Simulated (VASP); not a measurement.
A run of VASP 6.6.1 is set up as follows.

File INCAR:

```
  PREC = Accurate
  ENCUT = 520
  EDIFF = 1E-6
  ISMEAR = -1
  SIGMA = 0.05
  LREAL = F
  LASPH = T
  NELM = 100
  ALGO = Normal
  ISIF = 2
  LWAVE = F
  LCHARG = T
  GGA = PS
  LELF = T
  LVHAR = T
  NBANDS = 14
```

The input KPOINTS:

```
Automatic mesh
0
Gamma
  7 7 7
```

File POSCAR:

```
NaI
1.0
    0.0000000000      3.2789890945      3.2789890945
    3.2789890945      0.0000000000      3.2789890945
    3.2789890945      3.2789890945      0.0000000000
I Na
1 1
Direct
    0.5000000000      0.5000000000      0.5000000000
    0.0000000000      0.0000000000      0.0000000000
```

Potentials or basis: VASP PAW PBE potentials, release 64 (I, Na_pv).

Launch:

```sh
$ cat potpaw_PBE.64/I/POTCAR potpaw_PBE.64/Na_pv/POTCAR > POTCAR
$ mpirun -np 1 vasp_std > vasp.out
```

(1) What does it give for the band gap on the k mesh?

(2) Predict the pressure.

Answers

(1) 3.41 eV, direct.

(2) -1.0 GPa.

Caveat: the PAW data sets were made with another functional, which shifts forces and pressure a little; spin-orbit coupling is left out, which moves the levels of the heavy elements.
